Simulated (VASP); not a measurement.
# Cr (I4/mmm) in VASP: a series of runs

Runs on Cr. Level: PBEsol. Tasks: single point.

Program: VASP 6.6.1. These are calculated values, not measurements. Logs are shortened: lines on timing, memory, paths and dates and some standing lists are left out, and cuts for length are marked.

## Step 1: The cell of the first run

It takes space group I4/mmm (No. 139, tetragonal). The conventional cell has a = 2.642 Å, b = 2.642 Å, c = 3.435 Å, α = 90.00°, β = 90.00°, γ = 90.00°. Within 3.3 Å of Cr (site symmetry 4/mmm) lie 12 Cr at 2.54 to 2.64 Å.

## Step 2: Single point, PBEsol

Contents of INCAR:

```
ALGO = Fast ; EDIFF = 1E-6
ENCUT = 520 ; GGA = PS
ISIF = 2 ; ISMEAR = 0
LASPH = True ; LCHARG = False
LREAL = False ; LWAVE = False
NBANDS = 12 ; NELM = 60
PREC = Accurate ; SIGMA = 0.15
```

Contents of KPOINTS:

```
k-points
0
Gamma
  26 26 26
```

Contents of POSCAR:

```
Cr
1.0
   -1.3212015786      1.3212015786      1.7175620522
    1.3212015786     -1.3212015786      1.7175620522
    1.3212015786      1.3212015786     -1.7175620522
Cr
1
Direct
    0.0000000000      0.0000000000      0.0000000000
```

Potentials or basis: VASP PAW PBE potentials, release 64 (Cr_pv).

Started as:

```bash
> cat potpaw_PBE.64/Cr_pv/POTCAR > POTCAR
> mpirun -np 1 vasp_std > vasp.out
```

OUTCAR:

```text
EDIFF = 1E-6
   ENCUT = 520
   GGA = PS
   ISIF = 2
   ISMEAR = 0
   LASPH = True
   LREAL = False
   NELM = 60
   PREC = Accurate

 ion  position               nearest neighbor table
   1  0.000  0.000  0.000-

  LATTYP: Found a body centered tetragonal cell.
 ALAT       =     2.6424031572
 C/A-ratio  =     1.3000000000

  Lattice vectors:

 A1 = (  -1.3212015786,   1.3212015786,   1.7175620522)
 A2 = (   1.3212015786,  -1.3212015786,   1.7175620522)
 A3 = (   1.3212015786,   1.3212015786,  -1.7175620522)

Analysis of symmetry for initial positions (statically):
=====================================================================
 Subroutine PRICEL returns:
 Original cell was already a primitive cell.

 Routine SETGRP: Setting up the symmetry group for a
 body centered tetragonal supercell.

 Subroutine GETGRP returns: Found 16 space group operations
 (whereof 16 operations were pure point group operations)
 out of a pool of 16 trial point group operations.

The static configuration has the point symmetry D_4h.

Analysis of symmetry for dynamics (positions and initial velocities):
=====================================================================
 Subroutine PRICEL returns:
 Original cell was already a primitive cell.

 Routine SETGRP: Setting up the symmetry group for a
 body centered tetragonal supercell.

 Subroutine GETGRP returns: Found 16 space group operations
 (whereof 16 operations were pure point group operations)
 out of a pool of 16 trial point group operations.

The dynamic configuration has the point symmetry D_4h.

 Subroutine INISYM returns: Found 16 space group operations
 (whereof 16 operations are pure point group operations),
 and found     1 'primitive' translations

----------------------------------------------------------------------------------------

                                     Primitive cell

  volume of cell :      11.9925

  direct lattice vectors                    reciprocal lattice vectors
    -1.321201579  1.321201579  1.717562052     0.000000000  0.378443387  0.291110298
     1.321201579 -1.321201579  1.717562052     0.378443387  0.000000000  0.291110298
     1.321201579  1.321201579 -1.717562052     0.378443387  0.378443387  0.000000000

  length of vectors
     2.537945355  2.537945355  2.537945355     0.477456388  0.477456388  0.535199770

  position of ions in fractional coordinates (direct lattice)
     0.000000000  0.000000000  0.000000000

  ion indices of the primitive-cell ions
   primitive index   ion index
                 1           1

----------------------------------------------------------------------------------------

 KPOINTS: k-points

Automatic generation of k-mesh.
 Grid dimensions read from file:
 generate k-points for:   26   26   26

 Generating k-lattice:

  Cartesian coordinates                     Fractional coordinates (reciprocal lattice)
     0.000000000  0.014555515  0.011196550     0.038461538  0.000000000  0.000000000
     0.014555515  0.000000000  0.011196550     0.000000000  0.038461538  0.000000000
     0.014555515  0.014555515  0.000000000     0.000000000  0.000000000  0.038461538

  Length of vectors
     0.018363707  0.018363707  0.020584607

  Shift w.r.t. Gamma in fractional coordinates (k-lattice)
     0.000000000  0.000000000  0.000000000

 Subroutine IBZKPT returns following result:
 ===========================================

 Found   1330 irreducible k-points:

 Following reciprocal coordinates:
            Coordinates               Weight
  0.000000  0.000000  0.000000      1.000000
  0.038462  0.000000  0.000000      8.000000
  0.076923  0.000000  0.000000      8.000000
  0.115385 -0.000000  0.000000      8.000000
  0.153846  0.000000 -0.000000      8.000000
  0.192308 -0.000000  0.000000      8.000000
[... 16 lines left out ...]
  0.346154  0.038462  0.000000     16.000000
  0.384615  0.038462  0.000000     16.000000
 [... further k-points ...]
   k-points           NKPTS =   1330   k-points in BZ     NKDIM =   1330   number of bands    NBANDS=     12
   number of dos      NEDOS =    301   number of ions     NIONS =      1
   total plane-waves  NPLWV =   8000
   dimension x,y,z NGX =    20 NGY =   20 NGZ =   20
   dimension x,y,z NGXF=    40 NGYF=   40 NGZF=   40
   ions per type =               1
   NGX,Y,Z   is equivalent  to a cutoff of  13.10, 13.10, 13.10 a.u.
   NGXF,Y,Z  is equivalent  to a cutoff of  26.20, 26.20, 26.20 a.u.
 SYSTEM =  unknown system
   PREC   = accura    normal or accurate (medium, high low for compatibility)
   ISTART =      0    job   : 0-new  1-cont  2-samecut
   ICHARG =      2    charge: 1-file 2-atom 10-const
   ISPIN  =      1    spin polarized calculation?
   LNONCOLLINEAR =      F non collinear calculations
   LSORBIT =      F    spin-orbit coupling
   LASPH  =      T    aspherical Exc in radial PAW
   ENCUT  =  520.0 eV  38.22 Ry    6.18 a.u.   4.72  4.72  4.72*2*pi/ulx,y,z
   NELM   =     60;   NELMIN=  2; NELMDL= -5     # of ELM steps
   EDIFF  = 0.1E-05   stopping-criterion for ELM
   LREAL  =      F    real-space projection
   EDIFFG = 0.1E-04   stopping-criterion for IOM
   NSW    =      0    number of steps for IOM
   IBRION =     -1    ionic relax: 0-MD 1-quasi-New 2-CG
   NFREE  =      0    steps in history (QN), initial steepest desc. (CG)
   ISIF   =      2    stress and relaxation
   ISYM   =      2    0-nonsym 1-usesym 2-fastsym
   POTIM  = 0.5000    time-step for ionic-motion
   TEBEG  =    0.0;   TEEND  =   0.0 temperature during run
   PSTRESS=    0.0 pullay stress
   NELECT =      12.0000    total number of electrons
   NUPDOWN=      -1.0000    fix difference up-down
   EMIN   =  10.00;   EMAX   =-10.00  energy-range for DOS
   EFERMI =   0.00;   METHOD = LEGACY
   ISMEAR =     0;   SIGMA  =   0.15  broadening in eV -4-tet -1-fermi 0-gaus
   EFERMI_NEDOS =   21; number of points for ismear=-14 and -15
   IALGO  =     68    algorithm
   IMIX   =      4    mixing-type and parameters
     AMIX     =   0.40;   BMIX     =  1.00
     AMIX_MAG =   1.60;   BMIX_MAG =  1.00
  volume/ion in A,a.u.               =      11.99        80.93
  Fermi-wavevector in a.u.,A,eV,Ry     =   1.637439  3.094310 36.480015  2.681205
  Thomas-Fermi vector in A             =   2.728578
   LORBIT       =      0    0 simple, 1 ext, 2 COOP (PROOUT), +10 PAW based schemes
   GGA     = PS    functional components
   LHFCALC =     F    Hartree Fock is set to
   AEXX    =    0.0000 exact exchange contribution
   IVDW    =     0    specifies the selected vdW correction
   LEPSILON=     F    determine dielectric tensor
   LRPA    =     F    only Hartree local field effects (RPA)
 non-spin polarized calculation
 RMM-DIIS sequential band-by-band and
 Gauss-broadening in eV      SIGMA  =   0.15
  energy-cutoff  :      520.00
  volume of cell :       11.99
 maximum number of plane-waves:       340
   NGX =  9   NGY =  9   NGZ =  9

 number of electron      12.0000007 magnetization

 Free energy of the ion-electron system (eV)
  ---------------------------------------------------
  ext. energy  EPLUGINS =         0.00000000
  ---------------------------------------------------
  free energy    TOTEN  =        -9.87508294 eV

  energy without entropy =       -9.85600972  energy(sigma->0) =       -9.86554633

 E-fermi :  10.1368     XC(G=0): -13.6042

 val. band max:       10.1358163120   @ k =  -0.1538   0.1538   0.1154
 cond. band min:      10.1384602601   @ k =  -0.1923  -0.3077   0.1923
 fundamental gap:      0.0026439481
 Fermi energy:        10.1367635637

 k-point     1 :       0.0000    0.0000    0.0000
  band No.  band energies     occupation
      1     -32.2265      2.00000
      2     -32.2265      2.00000
      3     -32.2043      2.00000
      4       2.5584      2.00000
      5       9.4173      2.00000
      6       9.4173      2.00000
      7      10.0925      1.32380
      8      10.8943      0.00000
      9      11.6526      0.00000
     10      17.4990      0.00000
     11      29.9386      0.00000
     12      34.4877      0.00000

 k-point     2 :       0.0385    0.0000    0.0000
  band No.  band energies     occupation
      1     -32.2356      2.00000
      2     -32.2287      2.00000
      3     -32.2086      2.00000
      4       2.6185      2.00000
      5       9.4097      2.00000
      6       9.4369      2.00000
      7      10.0904      1.33791
      8      10.8878      0.00000
      9      11.6374      0.00000
     10      17.4989      0.00000
     11      29.9574      0.00000
     12      34.1578      0.00000

 k-point     3 :       0.0769    0.0000    0.0000
  band No.  band energies     occupation
      1     -32.2692      2.00000
      2     -32.2353      2.00000
      3     -32.2144      2.00000
      4       2.7967      2.00000
      5       9.3792      2.00000
      6       9.4904      2.00000
      7      10.0935      1.31639
      8      10.8744      0.00000
      9      11.5956      0.00000
     10      17.4989      0.00000
     11      29.9763      0.00000
     12      33.2450      0.00000
[... 286 lines left out ...]
 k-point    23 :       0.3462    0.0385    0.0000
  band No.  band energies     occupation
      1     -32.9012      2.00000
      2     -32.3609      2.00000
      3     -32.2619      2.00000
      4       5.9275      2.00000
      5       9.2567      2.00000
      6       9.4451      2.00000
      7      10.0922      1.32583
      8      11.8889      0.00000
      9      12.3299      0.00000
     10      17.4978      0.00000
     11      22.0119      0.00000
     12      29.1664      0.00000

 k-point    24 :       0.3846    0.0385    0.0000
  band No.  band energies     occupation
      1     -32.9667      2.00000
      2     -32.3729      2.00000
      3     -32.2680      2.00000
      4       6.0908      2.00000
      5       9.1697      2.00000
      6       9.8961      1.97672
      7      10.0175      1.73919
      8      12.0824      0.00000
      9      12.5751      0.00000
     10      17.4971      0.00000
     11      20.8640      0.00000
     12      28.8532      0.00000

 [... further k-points ...]

------------------------ aborting loop because EDIFF is reached ----------------------------------------

  FORCE on cell =-STRESS in cart. coord.  units (eV):
  Direction    XX          YY          ZZ          XY          YZ          ZX
  --------------------------------------------------------------------------------------
  -------------------------------------------------------------------------------------
  Total       -0.3229984     -0.3229984     -2.0243494      0.0000000      0.0000000      0.0000000
  in kB      -43.1519465    -43.1519465   -270.4490442      0.0000000      0.0000000      0.0000000
  external PRESSURE =    -118.9176458 kB  Pullay stress =       0.0000000 kB

 VOLUME and BASIS-vectors are now :
 -----------------------------------------------------------------------------
  energy-cutoff  :      520.00
  volume of cell :       11.99
      direct lattice vectors                 reciprocal lattice vectors
    -1.321201579  1.321201579  1.717562052     0.000000000  0.378443387  0.291110298
     1.321201579 -1.321201579  1.717562052     0.378443387  0.000000000  0.291110298
     1.321201579  1.321201579 -1.717562052     0.378443387  0.378443387  0.000000000

 POSITION                                       TOTAL-FORCE (eV/Angst)
 -----------------------------------------------------------------------------------
      0.00000      0.00000      0.00000         0.000000     -0.000000      0.000000
 -----------------------------------------------------------------------------------
    total drift:                                0.000000     -0.000000      0.000000

  FREE ENERGIE OF THE ION-ELECTRON SYSTEM (eV)
  ---------------------------------------------------
  free  energy   TOTEN  =        -9.8750829375 eV

  energy  without entropy=       -9.8560097169  energy(sigma->0) =       -9.86554633
```

It took 1.7 min on 1 thread of Intel Xeon Platinum 8488C (Sapphire Rapids), shared host; peak memory 0.29 GiB.

Results:

```
Free energy            : -9.8751 eV
Pressure               : -11.9 GPa
Band gap on the k mesh : zero (band 6 reaches 12.48 eV, above the bottom of band 7 at 9.70 eV)
```

Levels at points of the mesh, in eV from the Fermi level:
```csv
k point,band 2,band 3,band 4,band 5,band 6,band 7,band 8,band 9,band 10,band 11
"(0.00, 0.00, 0.00)",-42.36,-42.34,-7.58,-0.72,-0.72,-0.04,0.76,1.52,7.36,19.80
"(0.50, 0.00, 0.00)",-42.52,-42.41,-3.98,-1.06,-0.23,0.74,2.19,2.57,7.36,9.18
"(0.50, 0.50, 0.00)",-42.66,-42.56,-4.17,-3.21,2.29,2.41,2.91,2.93,7.36,11.51
"(0.50, 0.50, 0.50)",-42.73,-42.73,-4.16,-3.47,2.34,2.74,2.74,4.96,7.36,13.76
```

Caveat: the PAW data sets were made with another functional, which shifts forces and pressure a little; the run has no spin polarisation, though such a crystal can be magnetic.

(Part 1 of 2 ends here.)
